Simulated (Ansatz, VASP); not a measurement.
# KCl: VASP beside Ansatz

The input INCAR:

```
SYSTEM = KCl
PREC     = Accurate       ! precision mode
ENCUT    = 520            ! plane-wave cutoff, eV
EDIFF    = 1E-7           ! SCF threshold, eV
ISMEAR   = -1             ! smearing method
SIGMA    = 0.02           ! smearing width, eV
LREAL    = .FALSE.        ! projectors in reciprocal space
LASPH    = .TRUE.         ! aspherical terms in the spheres
NELM     = 80             ! most SCF steps
ALGO     = Normal         ! electronic algorithm
ISIF     = 2              ! what is computed and relaxed
LWAVE    = .FALSE.        ! write WAVECAR
LCHARG   = .FALSE.        ! write CHGCAR
GGA      = PE             ! functional
NBANDS   = 15             ! bands
```

The input KPOINTS:

```
regular mesh
0
G
  8 8 8
  0 0 0
```

Contents of POSCAR:

```
KCl
1.0
   -0.0157242416      3.1448483123      3.1448483123
    3.1448483123     -0.0157242416      3.1448483123
    3.1448483123      3.1448483123     -0.0157242416
K Cl
1 1
Direct
    0.0000000000      0.0000000000      0.0000000000
    0.5000000000      0.5000000000      0.5000000000
```

Input for Ansatz:

```yaml
crystal:
  lattice:
    - [-0.0157242416, 3.1448483123, 3.1448483123]
    - [3.1448483123, -0.0157242416, 3.1448483123]
    - [3.1448483123, 3.1448483123, -0.0157242416]
  atoms:
    - { symbol: K, position: [0.0, 0.0, 0.0] }
    - { symbol: Cl, position: [0.5, 0.5, 0.5] }
kpoints:
  mp_grid: { grid: [8, 8, 8] }
  band_path:
    path:
      - [0.0, 0.0, 0.0]
      - [0.5, 0.0, 0.5]
      - [0.625, 0.25, 0.625]
      - [0.375, 0.375, 0.75]
      - [0.5, 0.5, 0.5]
      - [0.5, 0.25, 0.75]
    npoints: 1
hamiltonian:
  xc: pbe
scf:
  occupations: { method: fermi_dirac, width: 0.02 }
  n_extra_bands: 4
output:
  forces: true
  stress: true
  eigenvalues: true
```

Change from the starting cell: epitaxial_111 strain +0.5%.

Alike in both runs: task single point; functional PBE; k mesh 8 × 8 × 8; occupations fermi-dirac, width 0.02 eV; no spin polarisation.

|  | VASP | Ansatz |
| --- | --- | --- |
| version | VASP 6.6.1 | Ansatz 0.2.0 |
| potentials or method | VASP PAW PBE potentials, release 64 (K_sv, Cl) | plane waves, PAW |
| plane-wave cutoff (eV) | 520 | 420 |
| valence electrons in the cell | 16 | 16 |

```tsv
	VASP	Ansatz	Ansatz less VASP
gap on the k mesh at the Fermi level (eV)	5.16	5.16	+0.002
pressure (GPa)	0.7	0.6	-0.02
```
